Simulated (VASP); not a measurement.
ZnS, 2 atoms in the cell. Symmetry: R3m, No. 160, trigonal system. Conventional cell: a = 3.891 Å, b = 3.891 Å, c = 9.216 Å, α = 90.00°, β = 90.00°, γ = 120.00°. Within 3.1 Å of Zn (site symmetry 3m) lie 4 S at 2.34 to 2.36 Å. S (site symmetry 3m) has 4 Zn at 2.34 to 2.36 Å within 3.1 Å.  This cell differs from its parent crystal: epitaxial 111 strain +2.1%.

* Program: VASP 6.6.1
* Task: single point
* Functional: PBE
* Potentials or basis: VASP PAW PBE potentials, release 64 (Zn, S)
* Cutoff: 520 eV
* k mesh: 8 × 8 × 8
* Occupations: fermi-dirac, width 0.02 eV
* Spin: no spin polarisation
* Dipole correction: no
* Further INCAR settings: ALGO = Normal; EDIFF = 1e-06; NBANDS = 16

Potentials or basis: VASP PAW PBE potentials, release 64 (Zn, S).

Command:

```sh
$ cat potpaw_PBE.64/Zn/POTCAR potpaw_PBE.64/S/POTCAR > POTCAR
$ mpirun -np 1 vasp_std > vasp.out
```

Hardware: 1 thread of Intel(R) Xeon(R) Platinum 8259CL CPU @ 2.50GHz (Skylake/Cascade Lake), with other jobs on the host.

Estimate the wall time of this run.

Run time: 36 s on 1 thread of Intel(R) Xeon(R) Platinum 8259CL CPU @ 2.50GHz (Skylake/Cascade Lake) (shared host), peak memory 0.18 GiB. Counts: scf iterations 12, k points 65.
